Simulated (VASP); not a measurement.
Write the native input for VASP 6.6.1 that does the following.

```yaml
Task: single point
Functional: PBE
Dispersion: D3(BJ)
Potentials_or_basis: VASP PAW PBE potentials, release 64 (Se, Pt)
Cutoff: 520 eV
k_mesh: 9 × 9 × 1
Occupations: gaussian, width 0.05 eV
Spin: no spin polarisation
Dipole_correction: yes
Further_INCAR_settings: ALGO = Normal; EDIFF = 1e-06; NBANDS = 31
```

The structure of PtSe2 lies in POSCAR:

```
PtSe2
1.0
    3.7070358307      0.0000000000      0.0000000000
   -1.8535179153      3.2103872021      0.0000000000
    0.0000000000      0.0000000000     22.7981611688
Se Pt
4 2
Direct
    0.6666666667      0.3333333333      0.1973843402
    0.3333333333      0.6666666667      0.3135814565
    0.6666666667      0.8333333333      0.4675412418
    0.3333333333      1.1666666667      0.5837383581
    0.0000000000      0.0000000000      0.2554828983
    0.0000000000      0.5000000000      0.5256398000
```

This cell differs from its parent crystal: layers slid over each other.

These files were run (other wordings do the same):

INCAR

```
SYSTEM = PtSe2
ALGO     = Normal         ! electronic algorithm
DIPOL    = 0.5 0.5 0.391
EDIFF    = 1E-6           ! SCF threshold, eV
ENCUT    = 520            ! plane-wave cutoff, eV
GGA      = PE             ! functional
IDIPOL   = 3            
ISIF     = 2              ! what is computed and relaxed
ISMEAR   = 0              ! smearing method
IVDW     = 12             ! dispersion correction
LASPH    = .TRUE.         ! aspherical terms in the spheres
LCHARG   = .FALSE.        ! write CHGCAR
LDIPOL   = .TRUE.       
LREAL    = .FALSE.        ! projectors in reciprocal space
LWAVE    = .FALSE.        ! write WAVECAR
NBANDS   = 31             ! bands
NELM     = 100            ! most SCF steps
PREC     = Accurate       ! precision mode
SIGMA    = 0.05           ! smearing width, eV
```

KPOINTS

```
k-points
0
G
  9 9 1
  0 0 0
```

Potentials or basis: VASP PAW PBE potentials, release 64 (Se, Pt).

Command:

```bash
$ cat potpaw_PBE.64/Se/POTCAR potpaw_PBE.64/Pt/POTCAR > POTCAR
$ mpirun -np 1 vasp_std > vasp.out
```

Results of the run:

* Largest force: 0.058 eV/Å
* Band gap on the k mesh: 0.93 eV (least direct gap 1.14 eV)
* Dispersion energy per atom: -0.344 eV

Caveat: the cell differs from its parent crystal (layers slid over each other); spin-orbit coupling is left out, which moves the levels of the heavy elements.

Wall time 9.8 min on 1 thread of Intel Xeon 8259CL, on a shared host, peak memory 0.49 GiB.
